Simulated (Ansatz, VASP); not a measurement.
**Two plane-wave programs on HfN**

File INCAR:

```
PREC = Accurate ; ENCUT = 520
EDIFF = 1E-7 ; ISMEAR = 0
SIGMA = 0.15 ; LREAL = False
LASPH = True ; NELM = 60
ALGO = Normal ; ISIF = 2
LWAVE = False ; LCHARG = False
GGA = PS ; NBANDS = 23
```

The input KPOINTS:

```
regular mesh
0
Gamma
  14 14 10
```

The input POSCAR:

```
HfN
1.0
    0.0000000000     -2.2508000098     -2.2508000098
    0.0000000000      2.2508000098     -2.2508000098
    4.5016000196      0.0000000000      0.0000000000
Hf N
2 2
Direct
    0.5049438248      0.4950561752      0.5000000000
   -0.0049438248      0.0049438248      0.0000000000
    0.5023713239      0.4976286761      0.0000000000
   -0.0023713239      0.0023713239      0.5000000000
```

Input for Ansatz:

```yaml
crystal:
  lattice:
    - [0.0, -2.2508000098, -2.2508000098]
    - [0.0, 2.2508000098, -2.2508000098]
    - [4.5016000196, 0.0, 0.0]
  atoms:
    - { symbol: Hf, position: [0.5049438248, 0.4950561752, 0.5] }
    - { symbol: Hf, position: [-0.0049438248, 0.0049438248, 0.0] }
    - { symbol: "N", position: [0.5023713239, 0.4976286761, 0.0] }
    - { symbol: "N", position: [-0.0023713239, 0.0023713239, 0.5] }
basis:
  ecutwfc: 520.0
kpoints:
  mp_grid: { grid: [14, 14, 10] }
hamiltonian:
  xc: pbesol
  pseudopotentials: { kind: paw, azcp: { folder: soft_1 } }
scf:
  occupations: { method: gaussian, width: 0.15 }
output:
  forces: true
  stress: true
  eigenvalues: true
```

Change from the starting cell: mode 4 frozen in at -0.021 Å and mode 11 at -0.022 Å (largest displacements).

Alike in both runs: task single point; functional PBEsol; k mesh 14 × 14 × 10; occupations gaussian, width 0.15 eV; no spin polarisation.

|  | VASP | Ansatz |
| --- | --- | --- |
| version | VASP 6.6.1 | Ansatz 0.2.0 |
| potentials or method | VASP PAW PBE potentials, release 64 (Hf_pv, N), cutoff 520 eV | scalar-relativistic, plane waves, PAW |
| valence electrons in the cell | 30 | 62 |

Ansatz gave:

| Property | Result |
| --- | --- |
| gap on the k mesh at the Fermi level (eV) | none |
| pressure (GPa) | 0.2 |
| traceless stress, the component that is largest in VASP (GPa) | -0.64 |
| rms of the force components (eV/Å) | 0.222 |

Q: Estimate VASP's values.

A: gap on the k mesh at the Fermi level (eV): none; pressure (GPa): -2.0; traceless stress, the component that is largest in VASP (GPa): -0.64; rms of the force components (eV/Å): 0.220.

VASP's potentials were made for PBE, not for PBEsol, and Ansatz warns of the same on its side. Atom by atom the forces differ by 0.002 eV/Å (rms over components). A gap of «none» marks a metal or a gap that the smearing closes. VASP's potentials hold 30 valence electrons a cell and Ansatz's 62, so a difference there can come from the potentials and not from the codes.

Spin-orbit coupling is off throughout.
